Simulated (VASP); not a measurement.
Write the native input for VASP 6.6.1 that does the following.

```yaml
Task: relaxation of cell and atoms
Functional: r2SCAN
Potentials_or_basis: VASP PAW PBE potentials, release 64 (As)
Cutoff: 600 eV
k_mesh: 9 × 9 × 9
Occupations: gaussian, width 0.1 eV
Spin: no spin polarisation
Target_pressure: 20 GPa
Dipole_correction: no
Further_INCAR_settings: ALGO = Normal; EDIFF = 1e-06; IBRION = 2; EDIFFG = -0.02; NSW = 80; ISIF = 3
```

Crystal: As.

```
As
1.0
     2.87000    0.00000    0.00000
     0.00000    2.87000    0.00000
     0.00000    0.00000    2.87000
As
1
Direct
  0.00000 0.00000 0.00000
```

This isn't the form of As at room conditions, which is rhombohedral.

One way to write it, as run:

POSCAR

```
As
1.0
    2.8700000000      0.0000000000      0.0000000000
    0.0000000000      2.8700000000      0.0000000000
    0.0000000000      0.0000000000      2.8700000000
As
1
Direct
    0.0000000000      0.0000000000      0.0000000000
```

INCAR.step1

```
  ALGO = Normal
  EDIFF = 1E-4
  ENCUT = 600
  GGA = PE
  ISMEAR = 0
  LASPH = True
  LCHARG = False
  LREAL = False
  LWAVE = True
  NELM = 60
  PREC = Accurate
  SIGMA = 0.1
```

INCAR.step2

```
  ALGO = Normal
  EDIFF = 1E-6
  EDIFFG = -0.02
  ENCUT = 600
  IBRION = 2
  ISIF = 3
  ISMEAR = 0
  ISTART = 1
  LASPH = True
  LCHARG = False
  LMIXTAU = True
  LREAL = False
  LWAVE = False
  METAGGA = R2SCAN
  NELM = 60
  NSW = 80
  PREC = Accurate
  PSTRESS = 200.0
  SIGMA = 0.1
```

KPOINTS

```
k-points
0
Gamma
  9 9 9
```

Potentials or basis: VASP PAW PBE potentials, release 64 (As).

The run is started by

```bash
$ cat potpaw_PBE.64/As/POTCAR > POTCAR
$ cp INCAR.step1 INCAR
$ mpirun -np 1 vasp_std > vasp.out
$ cp INCAR.step2 INCAR
$ mpirun -np 1 vasp_std > vasp.out
```

It gave:

* Relaxed volume: 16.79 Å³/atom
* Relaxed cell: a = 2.561 Å, b = 2.561 Å, c = 2.561 Å, α = 90.00°, β = 90.00°, γ = 90.00°
* Space group after relaxing (to 0.1 Å): Pm-3m (No. 221)
* Energy change on relaxing (the run minimises the enthalpy): +9.3 meV/atom
* Ionic steps: 5
* Pressure after relaxing: 20.0 GPa
* Band gap on the k mesh: zero (an odd number of electrons rules out a gap without spin polarisation)

Caveat: the cell is relaxed towards a set pressure, so the run minimises the enthalpy, not the energy; the volume moved by over 15 % at a fixed basis, so the end points are rough; the PAW data sets were made with another functional, which shifts forces and pressure a little.

It took 30 s on 1 thread of Intel(R) Xeon(R) 6975P-C (Granite Rapids), with other jobs on the host, peak memory 0.15 GiB.
